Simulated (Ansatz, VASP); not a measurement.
One calculation of AlGaN2, two programs

```xyz
8
Lattice="0.0000 0.0000 4.4224 -3.1385 3.1385 0.0000 -3.1385 -3.1385 0.0000" Properties=species:S:1:pos:R:3 pbc="T T T"
Al   -1.5693    1.5693    2.2112
Al   -1.5693   -1.5693    2.2112
Ga   -3.1385    0.0000    0.0000
Ga   -6.2771    0.0000    0.0000
N    -1.5693    0.0000    3.2685
N    -4.7078    0.0000    3.2685
N    -3.1385   -1.5693    1.1539
N    -3.1385    1.5693    1.1539
```

Alike in both runs: task relaxation of cell and atoms; functional r2SCAN; k mesh 6 × 6 × 6; occupations gaussian, width 0.02 eV; no spin polarisation.

|  | VASP | Ansatz |
| --- | --- | --- |
| version | VASP 6.6.1 | Ansatz 0.2.0 |
| potentials or method | VASP PAW PBE potentials, release 64 (Al, Ga_d, N), cutoff 600 eV | scalar-relativistic, plane waves, PAW |
| valence electrons in the cell | 52 | 52 |

Ansatz gave:

| Quantity | Value |
| --- | --- |
| gap on the k mesh at the Fermi level, each at its own relaxed structure (eV) | 3.37 |
| relaxed volume (Å³/atom) | 10.89 |
| relaxed length of the cell vector where the two differ most in proportion (Å) | 4.422 |

Problem. Estimate VASP's values.

Solution. gap on the k mesh at the Fermi level, each at its own relaxed structure (eV): 3.36; relaxed volume (Å³/atom): 10.92; relaxed length of the cell vector where the two differ most in proportion (Å): 4.426.

VASP's potentials were made for PBE, not for r2SCAN.
